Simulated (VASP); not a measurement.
# TiCo (Pm-3m) in VASP: a series of runs

The runs below take TiCo through single point, with PBE.

All numbers are computed with VASP 6.6.1; they aren't measurements. Logs are shortened: lines on timing, memory, paths and dates and some standing lists are left out, and cuts for length are marked.

## (1) The cell of the first run

Symmetry: Pm-3m, No. 221, cubic system. The conventional cell has a = 2.985 Å, b = 2.985 Å, c = 2.985 Å, α = 90.00°, β = 90.00°, γ = 90.00°. Ti (site symmetry m-3m) has 8 Co at 2.59 Å and 6 Ti at 2.99 Å within 3.4 Å. Co (site symmetry m-3m) has 8 Ti at 2.59 Å and 6 Co at 2.99 Å within 3.4 Å.

## (2) Single point, PBE, non-collinear spin, typed start, spin-orbit coupling

Contents of INCAR:

```
PREC = Accurate ; ENCUT = 520
EDIFF = 1E-7 ; ISMEAR = 0
SIGMA = 0.05 ; LREAL = False
LASPH = True ; NELM = 150
ALGO = Normal ; ISIF = 2
LWAVE = False ; LCHARG = True
MAGMOM = 0 0 0.32 0 0 1.35 ; LORBIT = 11
LSORBIT = True ; GGA_COMPAT = False
LORBMOM = True ; LMAXMIX = 4
GGA = PE ; LVHAR = True
NBANDS = 33
```

Contents of KPOINTS:

```
regular mesh
0
Gamma
  12 12 12
```

Contents of POSCAR:

```
TiCo
1.0
    2.9850037129      0.0000000000      0.0000000000
    0.0000000000      2.9850037129      0.0000000000
    0.0000000000      0.0000000000      2.9850037129
Ti Co
1 1
Direct
    0.0000000000      0.0000000000      0.0000000000
    0.5000000000      0.5000000000      0.5000000000
```

Potentials or basis: VASP PAW PBE potentials, release 64 (Ti_sv, Co).

Run with:

```sh
$ cat potpaw_PBE.64/Ti_sv/POTCAR potpaw_PBE.64/Co/POTCAR > POTCAR
$ mpirun -np 1 vasp_ncl > vasp.out
```

OUTCAR:

```text
PREC = Accurate
   ENCUT = 520
   EDIFF = 1E-7
   ISMEAR = 0
   LREAL = False
   LASPH = True
   NELM = 150
   ISIF = 2
   LORBIT = 11
   LSORBIT = True
   GGA = PE

 ion  position               nearest neighbor table
   1  0.000  0.000  0.000-   2 2.59   2 2.59   2 2.59   2 2.59   2 2.59   2 2.59   2 2.59   2 2.59

   2  0.500  0.500  0.500-   1 2.59   1 2.59   1 2.59   1 2.59   1 2.59   1 2.59   1 2.59   1 2.59

  LATTYP: Found a simple cubic cell.
 ALAT       =     2.9850037129

  Lattice vectors:

 A1 = (   2.9850037129,   0.0000000000,   0.0000000000)
 A2 = (   0.0000000000,   2.9850037129,   0.0000000000)
 A3 = (   0.0000000000,   0.0000000000,   2.9850037129)

Analysis of symmetry for initial positions (statically):
=====================================================================
 Subroutine PRICEL returns:
 Original cell was already a primitive cell.

 Routine SETGRP: Setting up the symmetry group for a
 simple cubic supercell.

 Subroutine GETGRP returns: Found 48 space group operations
 (whereof 48 operations were pure point group operations)
 out of a pool of 48 trial point group operations.

The static configuration has the point symmetry O_h .

Analysis of symmetry for dynamics (positions and initial velocities):
=====================================================================
 Subroutine PRICEL returns:
 Original cell was already a primitive cell.

 Routine SETGRP: Setting up the symmetry group for a
 simple cubic supercell.

 Subroutine GETGRP returns: Found 48 space group operations
 (whereof 48 operations were pure point group operations)
 out of a pool of 48 trial point group operations.

The dynamic configuration has the point symmetry O_h .

Analysis of structural, dynamic, and magnetic symmetry:
=====================================================================
 Subroutine PRICEL returns:
 Original cell was already a primitive cell.

 Routine SETGRP: Setting up the symmetry group for a
 simple cubic supercell.

 Subroutine GETGRP returns: Found  8 space group operations
 (whereof  8 operations were pure point group operations)
 out of a pool of 48 trial point group operations.

The overall configuration has the point symmetry C_4h.

 Subroutine INISYM returns: Found  8 space group operations
 (whereof  8 operations are pure point group operations),
 and found     1 'primitive' translations

----------------------------------------------------------------------------------------

                                     Primitive cell

  volume of cell :      26.5971

  direct lattice vectors                    reciprocal lattice vectors
     2.985003713  0.000000000  0.000000000     0.335007959  0.000000000  0.000000000
     0.000000000  2.985003713  0.000000000     0.000000000  0.335007959  0.000000000
     0.000000000  0.000000000  2.985003713     0.000000000  0.000000000  0.335007959

  length of vectors
     2.985003713  2.985003713  2.985003713     0.335007959  0.335007959  0.335007959

  position of ions in fractional coordinates (direct lattice)
     0.000000000  0.000000000  0.000000000
     0.500000000  0.500000000  0.500000000

  ion indices of the primitive-cell ions
   primitive index   ion index
                 1           1
                 2           2

----------------------------------------------------------------------------------------

 KPOINTS: regular mesh

Automatic generation of k-mesh.
 Grid dimensions read from file:
 generate k-points for:   12   12   12

 Generating k-lattice:

  Cartesian coordinates                     Fractional coordinates (reciprocal lattice)
     0.027917330  0.000000000  0.000000000     0.083333333  0.000000000  0.000000000
     0.000000000  0.027917330  0.000000000     0.000000000  0.083333333  0.000000000
     0.000000000  0.000000000  0.027917330     0.000000000  0.000000000  0.083333333

  Length of vectors
     0.027917330  0.027917330  0.027917330

  Shift w.r.t. Gamma in fractional coordinates (k-lattice)
     0.000000000  0.000000000  0.000000000

 Subroutine IBZKPT returns following result:
 ===========================================

 Found    266 irreducible k-points:

 Following reciprocal coordinates:
            Coordinates               Weight
  0.000000  0.000000  0.000000      1.000000
  0.083333  0.000000  0.000000      4.000000
  0.000000  0.000000  0.083333      2.000000
  0.166667  0.000000  0.000000      4.000000
  0.000000  0.000000  0.166667      2.000000
  0.250000  0.000000  0.000000      4.000000
[... 16 lines left out ...]
  0.250000 -0.083333  0.000000      4.000000
  0.333333  0.083333  0.000000      4.000000
 [... further k-points ...]
   k-points           NKPTS =    266   k-points in BZ     NKDIM =    266   number of bands    NBANDS=     33
   number of dos      NEDOS =    301   number of ions     NIONS =      2
[... 27 lines left out ...]
   NELECT =      21.0000    total number of electrons
   NUPDOWN=      -1.0000    fix difference up-down
   EMIN   =  10.00;   EMAX   =-10.00  energy-range for DOS
   EFERMI =   0.00;   METHOD = LEGACY
   ISMEAR =     0;   SIGMA  =   0.05  broadening in eV -4-tet -1-fermi 0-gaus
   EFERMI_NEDOS =   21; number of points for ismear=-14 and -15
   IALGO  =     38    algorithm
   IMIX   =      4    mixing-type and parameters
     AMIX     =   0.40;   BMIX     =  1.00
     AMIX_MAG =   1.60;   BMIX_MAG =  1.00
  volume/ion in A,a.u.               =      13.30        89.74
  Fermi-wavevector in a.u.,A,eV,Ry     =   1.513107  2.859358 31.150452  2.289494
  Thomas-Fermi vector in A             =   2.622942
   LORBIT       =     11    0 simple, 1 ext, 2 COOP (PROOUT), +10 PAW based schemes
   GGA     = PE    functional components
   LHFCALC =     F    Hartree Fock is set to
   AEXX    =    0.0000 exact exchange contribution
   IVDW    =     0    specifies the selected vdW correction
   LEPSILON=     F    determine dielectric tensor
   LRPA    =     F    only Hartree local field effects (RPA)
 Gauss-broadening in eV      SIGMA  =   0.05
  energy-cutoff  :      520.00
  volume of cell :       26.60
 maximum number of plane-waves:      1478
 NGX is ok and might be reduce to    24
   NGX = 11   NGY = 11   NGZ = 11

 number of electron      20.9999983 magnetization       0.0000000      0.0000000      0.8559287

 number of electron      20.9999983 magnetization       0.0000000     -0.0000000      0.8559649

 number of electron      20.9999983 magnetization      -0.0000000     -0.0000000      0.8559694

 Free energy of the ion-electron system (eV)
  ---------------------------------------------------
  ext. energy  EPLUGINS =         0.00000000
  ---------------------------------------------------
  free energy    TOTEN  =       -15.68794052 eV

  energy without entropy =      -15.68461017  energy(sigma->0) =      -15.68627534

 E-fermi :   9.9740     XC(G=0): -12.5812

 val. band max:        9.9735412103   @ k =   0.3333   0.1667   0.0000
 cond. band min:       9.9754227195   @ k =   0.5000   0.2500   0.2500
 fundamental gap:      0.0018815092
 Fermi energy:         9.9739577537

 k-point     1 :       0.0000    0.0000    0.0000
  band No.  band energies     occupation
      1     -47.2155      1.00000
      2     -47.2119      1.00000
      3     -23.7443      1.00000
      4     -23.7435      1.00000
      5     -23.0902      1.00000
      6     -23.0891      1.00000
[... 853 lines left out ...]
     32      14.5098      0.00000
     33      21.5731      0.00000

 [... further k-points ...]

------------------------ aborting loop because EDIFF is reached ----------------------------------------

  FORCE on cell =-STRESS in cart. coord.  units (eV):
  Direction    XX          YY          ZZ          XY          YZ          ZX
  --------------------------------------------------------------------------------------
  -------------------------------------------------------------------------------------
  Total       -0.0974647     -0.0974647     -0.0978139      0.0000001     -0.0000000     -0.0000000
  in kB       -5.8711504     -5.8711504     -5.8921862      0.0000037     -0.0000000     -0.0000000
  external PRESSURE =      -5.8781623 kB  Pullay stress =       0.0000000 kB

 VOLUME and BASIS-vectors are now :
 -----------------------------------------------------------------------------
  energy-cutoff  :      520.00
  volume of cell :       26.60
      direct lattice vectors                 reciprocal lattice vectors
     2.985003713  0.000000000  0.000000000     0.335007959  0.000000000  0.000000000
     0.000000000  2.985003713  0.000000000     0.000000000  0.335007959  0.000000000
     0.000000000  0.000000000  2.985003713     0.000000000  0.000000000  0.335007959

 POSITION                                       TOTAL-FORCE (eV/Angst)
 -----------------------------------------------------------------------------------
      0.00000      0.00000      0.00000         0.000000      0.000000      0.000000
      1.49250      1.49250      1.49250         0.000000      0.000000      0.000000
 -----------------------------------------------------------------------------------
    total drift:                                0.000000     -0.000000     -0.000000

  FREE ENERGIE OF THE ION-ELECTRON SYSTEM (eV)
  ---------------------------------------------------
  free  energy   TOTEN  =       -15.6879405151 eV

  energy  without entropy=      -15.6846101674  energy(sigma->0) =      -15.68627534

 orbital moment (x)

 # of ion     p       d       tot
 ----------------------------------------
  1         0.000   0.000   0.000
  2         0.000   0.000   0.000
 ----------------------------------------
            0.000   0.000   0.000

 orbital moment (y)

 # of ion     p       d       tot
 ----------------------------------------
  1         0.000  -0.000  -0.000
  2        -0.000  -0.000  -0.000
 ----------------------------------------
           -0.000  -0.000  -0.000

 orbital moment (z)

 # of ion     p       d       tot
 ----------------------------------------
  1         0.000   0.005   0.005
  2         0.000   0.034   0.034
 ----------------------------------------
            0.000   0.039   0.039

 Spin-Orbit-Coupling matrix elements

 Ion:    1  E_soc:     -0.0117006
 l=   1
     0.0000000    -0.0017857    -0.0017854
    -0.0017857     0.0000000    -0.0017857
    -0.0017854    -0.0017857     0.0000000
 l=   2
     0.0000000    -0.0000374     0.0000000    -0.0000374    -0.0001267
    -0.0000374     0.0000000    -0.0000943    -0.0000406    -0.0000314
     0.0000000    -0.0000943     0.0000000    -0.0000943     0.0000000
    -0.0000374    -0.0000406    -0.0000943     0.0000000    -0.0000314
    -0.0001267    -0.0000314     0.0000000    -0.0000314     0.0000000
 l=   3
     0.0000000     0.0000000     0.0000000     0.0000000     0.0000000     0.0000000     0.0000000
     0.0000000     0.0000000     0.0000000     0.0000000     0.0000000     0.0000000     0.0000000
     0.0000000     0.0000000     0.0000000     0.0000000     0.0000000     0.0000000     0.0000000
     0.0000000     0.0000000     0.0000000     0.0000000     0.0000000     0.0000000     0.0000000
     0.0000000     0.0000000     0.0000000     0.0000000     0.0000000     0.0000000     0.0000000
     0.0000000     0.0000000     0.0000000     0.0000000     0.0000000     0.0000000     0.0000000
     0.0000000     0.0000000     0.0000000     0.0000000     0.0000000     0.0000000     0.0000000

 Ion:    2  E_soc:     -0.0158768
 l=   1
     0.0000000    -0.0002735    -0.0002696
    -0.0002735     0.0000000    -0.0002735
    -0.0002696    -0.0002735     0.0000000
 l=   2
     0.0000000    -0.0003325     0.0000000    -0.0003325    -0.0020507
    -0.0003325     0.0000000    -0.0015262    -0.0003355    -0.0005091
     0.0000000    -0.0015262     0.0000000    -0.0015262     0.0000000
    -0.0003325    -0.0003355    -0.0015262     0.0000000    -0.0005091
    -0.0020507    -0.0005091     0.0000000    -0.0005091     0.0000000
 l=   3
     0.0000000     0.0000000     0.0000000     0.0000000     0.0000000     0.0000000     0.0000000
     0.0000000     0.0000000     0.0000000     0.0000000     0.0000000     0.0000000     0.0000000
     0.0000000     0.0000000     0.0000000     0.0000000     0.0000000     0.0000000     0.0000000
     0.0000000     0.0000000     0.0000000     0.0000000     0.0000000     0.0000000     0.0000000
     0.0000000     0.0000000     0.0000000     0.0000000     0.0000000     0.0000000     0.0000000
     0.0000000     0.0000000     0.0000000     0.0000000     0.0000000     0.0000000     0.0000000
     0.0000000     0.0000000     0.0000000     0.0000000     0.0000000     0.0000000     0.0000000

 total charge

# of ion       s       p       d       tot
------------------------------------------
    1        2.247   6.181   1.859  10.287
    2        0.525   0.462   7.302   8.289
--------------------------------------------------
tot          2.772   6.643   9.161  18.576

 magnetization (x)

# of ion       s       p       d       tot
------------------------------------------
    1        0.000   0.000   0.000   0.000
    2        0.000   0.000   0.000   0.000
--------------------------------------------------
tot          0.000   0.000   0.000   0.000

 magnetization (y)

# of ion       s       p       d       tot
------------------------------------------
    1       -0.000  -0.000  -0.000  -0.000
    2        0.000  -0.000   0.000  -0.000
--------------------------------------------------
tot         -0.000  -0.000  -0.000  -0.000

 magnetization (z)

# of ion       s       p       d       tot
------------------------------------------
    1       -0.003  -0.012  -0.007  -0.022
    2        0.027  -0.004   0.900   0.924
--------------------------------------------------
tot          0.025  -0.016   0.893   0.902
```

Wall time 21 min (1 thread of Oxide Virtual Turin-like, shared host); peak memory 0.43 GiB.

What came out:

```
Free energy                                           : -15.6879 eV
Pressure                                              : -0.6 GPa
Net moment                                            : 0.86 μB per cell
Valence electrons inside the program's atomic spheres : Ti 10.29; Co 8.29
```

Moments on the atoms (μB; x, y, z):
```
Ti   0.00  0.00 -0.02
Co   0.00  0.00  0.92
```

(Continued in part 2 of 2.)
